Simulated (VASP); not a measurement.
# BN (P6_3mc) in VASP: further runs

Runs on BN. Level: LDA. Tasks: single point.

Program: VASP 6.6.1. These are calculated values, not measurements. Logs are shortened: lines on timing, memory, paths and dates and some standing lists are left out, and cuts for length are marked.

### Step 1. The cell of the first run

The structure is hexagonal, space group P6_3mc (No. 186). The conventional cell has a = 2.522 Å, b = 2.522 Å, c = 4.175 Å, α = 90.00°, β = 90.00°, γ = 120.00°. B (site symmetry 3m) has 4 N at 1.55 to 1.56 Å within 2.1 Å. N (site symmetry 3m) has 4 B at 1.55 to 1.56 Å within 2.1 Å.

### Step 2. Single point, LDA

Contents of INCAR:

```
ALGO = Normal
EDIFF = 1E-6
ENCUT = 520
GGA = CA
ISIF = 2
ISMEAR = 0
LASPH = True
LCHARG = False
LREAL = False
LWAVE = False
NBANDS = 16
NELM = 100
PREC = Accurate
SIGMA = 0.1
```

Contents of KPOINTS:

```
k-points
0
Gamma
  9 9 6
```

Contents of POSCAR:

```
BN
1.0
    2.5224119583      0.0000000000      0.0000000000
   -1.2612059792      2.1844728347      0.0000000000
    0.0000000000      0.0000000000      4.1749940278
B N
2 2
Direct
    0.6666666667      0.3333333333      0.9996905229
    0.3333333333      0.6666666667      0.4996905229
    0.6666666667      0.3333333333      0.6253094771
    0.3333333333      0.6666666667      0.1253094771
```

Potentials or basis: VASP PAW LDA potentials, release 64 (B, N).

Launch:

```sh
> cat potpaw_LDA.64/B/POTCAR potpaw_LDA.64/N/POTCAR > POTCAR
> mpirun -np 1 vasp_std > vasp.out
```

OUTCAR:

```text
EDIFF = 1E-6
   ENCUT = 520
   GGA = CA
   ISIF = 2
   ISMEAR = 0
   LASPH = True
   LREAL = False
   NELM = 100
   PREC = Accurate

 ion  position               nearest neighbor table
   1  0.667  0.333  1.000-   4 1.55   4 1.55   4 1.55   3 1.56
   2  0.333  0.667  0.500-   3 1.55   3 1.55   3 1.55   4 1.56
   3  0.667  0.333  0.625-   2 1.55   2 1.55   2 1.55   1 1.56
   4  0.333  0.667  0.125-   1 1.55   1 1.55   1 1.55   2 1.56

  LATTYP: Found a hexagonal cell.
 ALAT       =     2.5224119583
 C/A-ratio  =     1.6551594652

  Lattice vectors:

 A1 = (   2.5224119583,   0.0000000000,   0.0000000000)
 A2 = (  -1.2612059792,   2.1844728347,   0.0000000000)
 A3 = (   0.0000000000,   0.0000000000,   4.1749940278)

Analysis of symmetry for initial positions (statically):
=====================================================================
 Subroutine PRICEL returns:
 Original cell was already a primitive cell.

 Routine SETGRP: Setting up the symmetry group for a
 hexagonal supercell.

 Subroutine GETGRP returns: Found 12 space group operations
 (whereof  6 operations were pure point group operations)
 out of a pool of 24 trial point group operations.

The static configuration has the point symmetry C_3v.
 The point group associated with its full space group is C_6v.

Analysis of symmetry for dynamics (positions and initial velocities):
=====================================================================
 Subroutine PRICEL returns:
 Original cell was already a primitive cell.

 Routine SETGRP: Setting up the symmetry group for a
 hexagonal supercell.

 Subroutine GETGRP returns: Found 12 space group operations
 (whereof  6 operations were pure point group operations)
 out of a pool of 24 trial point group operations.

The dynamic configuration has the point symmetry C_3v.
 The point group associated with its full space group is C_6v.

 Subroutine INISYM returns: Found 12 space group operations
 (whereof  6 operations are pure point group operations),
 and found     1 'primitive' translations

----------------------------------------------------------------------------------------

                                     Primitive cell

  volume of cell :      23.0048

  direct lattice vectors                    reciprocal lattice vectors
     2.522411958  0.000000000  0.000000000     0.396445948  0.228888175  0.000000000
    -1.261205979  2.184472835  0.000000000     0.000000000  0.457776350  0.000000000
     0.000000000  0.000000000  4.174994028     0.000000000  0.000000000  0.239521301
[... 92 lines left out ...]
   IBRION =     -1    ionic relax: 0-MD 1-quasi-New 2-CG
   NFREE  =      0    steps in history (QN), initial steepest desc. (CG)
   ISIF   =      2    stress and relaxation
   ISYM   =      2    0-nonsym 1-usesym 2-fastsym
   POTIM  = 0.5000    time-step for ionic-motion
   TEBEG  =    0.0;   TEEND  =   0.0 temperature during run
   PSTRESS=    0.0 pullay stress
   NELECT =      16.0000    total number of electrons
   NUPDOWN=      -1.0000    fix difference up-down
   EMIN   =  10.00;   EMAX   =-10.00  energy-range for DOS
   EFERMI =   0.00;   METHOD = LEGACY
   ISMEAR =     0;   SIGMA  =   0.10  broadening in eV -4-tet -1-fermi 0-gaus
   EFERMI_NEDOS =   21; number of points for ismear=-14 and -15
   IALGO  =     38    algorithm
   IMIX   =      4    mixing-type and parameters
     AMIX     =   0.40;   BMIX     =  1.00
     AMIX_MAG =   1.60;   BMIX_MAG =  1.00
  volume/ion in A,a.u.               =       5.75        38.81
  Fermi-wavevector in a.u.,A,eV,Ry     =   1.450470  2.740990 28.624784  2.103862
  Thomas-Fermi vector in A             =   2.568078
   LORBIT       =      0    0 simple, 1 ext, 2 COOP (PROOUT), +10 PAW based schemes
   GGA     = CA    functional components
   LHFCALC =     F    Hartree Fock is set to
   AEXX    =    0.0000 exact exchange contribution
   IVDW    =     0    specifies the selected vdW correction
   LEPSILON=     F    determine dielectric tensor
   LRPA    =     F    only Hartree local field effects (RPA)
 non-spin polarized calculation
 Gauss-broadening in eV      SIGMA  =   0.10
  energy-cutoff  :      520.00
  volume of cell :       23.00
 maximum number of plane-waves:       640
 NGX is ok and might be reduce to    20
   NGX =  9   NGY =  9   NGZ = 15

 number of electron      16.0000001 magnetization

 Free energy of the ion-electron system (eV)
  ---------------------------------------------------
  ext. energy  EPLUGINS =         0.00000000
  ---------------------------------------------------
  free energy    TOTEN  =       -38.75533550 eV

  energy without entropy =      -38.75533550  energy(sigma->0) =      -38.75533550

 E-fermi :   8.3589     XC(G=0): -13.2250

 val. band max:        7.8945085424   @ k =   0.0000   0.0000   0.0000
 cond. band min:      12.7950847935   @ k =   0.3333   0.3333   0.0000
 fundamental gap:      4.9005762511
 Fermi energy:         8.3589073539

 k-point     1 :       0.0000    0.0000    0.0000
  band No.  band energies     occupation
      1     -12.6675      2.00000
      2      -8.3300      2.00000
      3      -3.3162      2.00000
      4       5.7067      2.00000
      5       5.7067      2.00000
      6       7.5957      2.00000
[... 433 lines left out ...]
      3      -1.5130      2.00000
      4      -0.0198      2.00000
      5      -0.0198      2.00000
      6       1.8268      2.00000
[... 8 lines left out ...]
     15      24.2412      0.00000
     16      24.2412      0.00000

 [... further k-points ...]

------------------------ aborting loop because EDIFF is reached ----------------------------------------

  FORCE on cell =-STRESS in cart. coord.  units (eV):
  Direction    XX          YY          ZZ          XY          YZ          ZX
  --------------------------------------------------------------------------------------
  -------------------------------------------------------------------------------------
  Total        0.1930451      0.1930451      0.1492812     -0.0000000      0.0000000      0.0000000
  in kB       13.4446891     13.4446891     10.3967415     -0.0000000      0.0000000      0.0000000
  external PRESSURE =      12.4287066 kB  Pullay stress =       0.0000000 kB

 VOLUME and BASIS-vectors are now :
 -----------------------------------------------------------------------------
  energy-cutoff  :      520.00
  volume of cell :       23.00
      direct lattice vectors                 reciprocal lattice vectors
     2.522411958  0.000000000  0.000000000     0.396445948  0.228888175  0.000000000
    -1.261205979  2.184472835  0.000000000     0.000000000  0.457776350  0.000000000
     0.000000000  0.000000000  4.174994028     0.000000000  0.000000000  0.239521301

 POSITION                                       TOTAL-FORCE (eV/Angst)
 -----------------------------------------------------------------------------------
      1.26121      0.72816      4.17370         0.000000     -0.000000     -0.001241
     -0.00000      1.45632      2.08620        -0.000000      0.000000     -0.001241
      1.26121      0.72816      2.61066         0.000000      0.000000      0.001241
     -0.00000      1.45632      0.52317        -0.000000      0.000000      0.001241
 -----------------------------------------------------------------------------------
    total drift:                               -0.000000     -0.000000      0.000535

  FREE ENERGIE OF THE ION-ELECTRON SYSTEM (eV)
  ---------------------------------------------------
  free  energy   TOTEN  =       -38.7553354988 eV

  energy  without entropy=      -38.7553354988  energy(sigma->0) =      -38.75533550
```

stdout:

```text
POSCAR found type information on POSCAR B N
 POSCAR found :  2 types and       4 ions
 scaLAPACK will be used
 LDA part: xc-table for (Slater(with rela. corr.)+CA(PZ))
 , standard interpolation
 POSCAR, INCAR and KPOINTS ok, starting setup
 FFT: planning ... GRIDC
 FFT: planning ... GRID_SOFT
 FFT: planning ... GRID
 WAVECAR not read
 entering main loop
```

Wall time 6.3 s (1 thread of AMD EPYC 9R45 (Zen 5), shared host); peak memory 0.1 GiB.

What came out:

| Property | Result |
| --- | --- |
| Free energy | -38.7553 eV |
| Pressure | 1.2 GPa |
| Band gap on the k mesh | 4.90 eV, indirect (least direct gap 8.28 eV) |

Stress tensor (GPa, compression positive):
```
1.34 0.00 0.00
0.00 1.34 0.00
0.00 0.00 1.04
```

Levels at points of the mesh, in eV from the valence-band top:
```
           k point  band 5  band 6  band 7  band 8  band 9  band 10  band 11  band 12
(0.00, 0.00, 0.00)   -2.19   -0.30    0.00    0.00    8.35     8.35     8.62     9.94
(0.00, 0.00, 0.50)   -1.21   -1.21   -1.21   -1.21    9.71     9.71     9.94     9.94
```

A k mesh can miss the band edges. A hybrid or GW would open this gap; LDA tends to underestimate it.

### Step 3. Single point, LDA

Contents of INCAR:

```
  PREC = Accurate
  ENCUT = 520
  EDIFF = 1E-7
  ISMEAR = 0
  SIGMA = 0.02
  LREAL = F
  LASPH = T
  NELM = 60
  ALGO = Normal
  ISIF = 2
  LWAVE = F
  LCHARG = T
  LELF = T
  LVHAR = T
  NBANDS = 16
```

Contents of KPOINTS:

```
Automatic mesh
0
Gamma
  12 12 6
```

Contents of POSCAR:

```
BN
1.0
    2.5233274279      0.0000000000      0.0000000000
   -1.2616637140      2.1852656546      0.0000000000
    0.0000000000      0.0000000000      4.1752150364
B N
2 2
Direct
    0.6666666667      0.3333333333      0.9997087310
    0.3333333333      0.6666666667      0.4997087310
    0.6666666667      0.3333333333      0.6252912690
    0.3333333333      0.6666666667      0.1252912690
```

Potentials or basis: VASP PAW LDA potentials, release 64 (B, N).

Launch:

```sh
> cat potpaw_LDA.64/B/POTCAR potpaw_LDA.64/N/POTCAR > POTCAR
> mpirun -np 1 vasp_std > vasp.out
```

It took 12 s on 1 thread of AMD EPYC 9R45 (Zen 5), shared host; peak memory 0.1 GiB.

The run converged. Its results:

* Free energy: -38.7556 eV
* Pressure: 0.9 GPa
* Largest force: 0.004 eV/Å
* Band gap on the k mesh: 4.91 eV, indirect (least direct gap 8.28 eV)

Forces in eV/Å, atoms in the order of the input:
```
B    0.000  0.000 -0.004
B    0.000  0.000 -0.004
N    0.000  0.000  0.004
N    0.000  0.000  0.004
```

Levels at points of the mesh, in eV from the valence-band top:
```tsv
k point	band 6	band 7	band 8	band 9	band 10	band 11
(0.00, 0.00, 0.00)	-0.29	0.00	0.00	8.34	8.34	8.63
(0.50, 0.00, 0.00)	-5.14	-4.60	-2.18	6.71	7.88	10.60
(0.00, 0.00, 0.50)	-1.21	-1.21	-1.21	9.70	9.70	9.93
(0.50, 0.00, 0.50)	-3.89	-3.67	-3.67	6.58	6.58	10.14
```

A k mesh can miss the band edges.

### Step 4. Single point, LDA

Contents of INCAR:

```
SYSTEM = BN
  ALGO = Normal
  EDIFF = 1E-6
  ENCUT = 520
  ISIF = 2
  ISMEAR = 0
  LASPH = .TRUE.
  LCHARG = .FALSE.
  LREAL = .FALSE.
  LWAVE = .FALSE.
  NBANDS = 16
  NELM = 60
  PREC = Accurate
  SIGMA = 0.05
```

Contents of KPOINTS:

```
k-points
0
G
  12 12 6
  0 0 0
```

POSCAR is that of step 3.

Launch:

```sh
> cat potpaw_LDA.64/B/POTCAR potpaw_LDA.64/N/POTCAR > POTCAR
> mpirun -np 1 vasp_std > vasp.out
```

Wall time 12 s (1 thread of AMD EPYC 9R45 (Zen 5), shared host); peak memory 0.1 GiB.

Results (log left out):

```yaml
Free_energy: -38.7556 eV
Pressure: 0.9 GPa
Largest_force: 0.004 eV/Å
Band_gap_on_the_k_mesh: 4.91 eV, indirect (least direct gap 8.28 eV)
```

Forces in eV/Å, atoms in the order of the input:
```
B    0.000  0.000 -0.004
B    0.000  0.000 -0.004
N    0.000  0.000  0.004
N    0.000  0.000  0.004
```

Levels at points of the mesh, in eV from the valence-band top:
```
           k point  band 6  band 7  band 8  band 9  band 10  band 11
(0.00, 0.00, 0.00)   -0.29    0.00    0.00    8.34     8.34     8.62
(0.50, 0.00, 0.00)   -5.14   -4.60   -2.18    6.71     7.88    10.60
(0.00, 0.00, 0.50)   -1.21   -1.21   -1.21    9.70     9.70     9.93
(0.50, 0.00, 0.50)   -3.89   -3.67   -3.67    6.58     6.58    10.14
```

A k mesh can miss the band edges. A hybrid or GW would open this gap; LDA tends to underestimate it.

### Step 5. The runs side by side

```csv
cell,k mesh,smearing,gap on the mesh (eV),pressure (GPa)
"a = 2.522, b = 2.522, c = 4.175 Å, angles 90.0, 90.0, 120.0°, 4 atoms",9 × 9 × 6,gaussian 0.1 eV,4.90,1.2
"a = 2.523, b = 2.523, c = 4.175 Å, angles 90.0, 90.0, 120.0°, 4 atoms",12 × 12 × 6,gaussian 0.02 eV,4.91,0.9
"a = 2.523, b = 2.523, c = 4.175 Å, angles 90.0, 90.0, 120.0°, 4 atoms",12 × 12 × 6,gaussian 0.05 eV,4.91,0.9
```

Alike in all rows: task single point; level LDA; potentials or basis VASP PAW LDA potentials, release 64 (B, N); no spin polarisation; cutoff (eV) 520.

On the cell as given the gap runs from 4.90 eV (LDA) to 4.91 eV (LDA); the meshes differ, which moves gaps too.

Absolute energies hang on the potentials; compare differences alone.
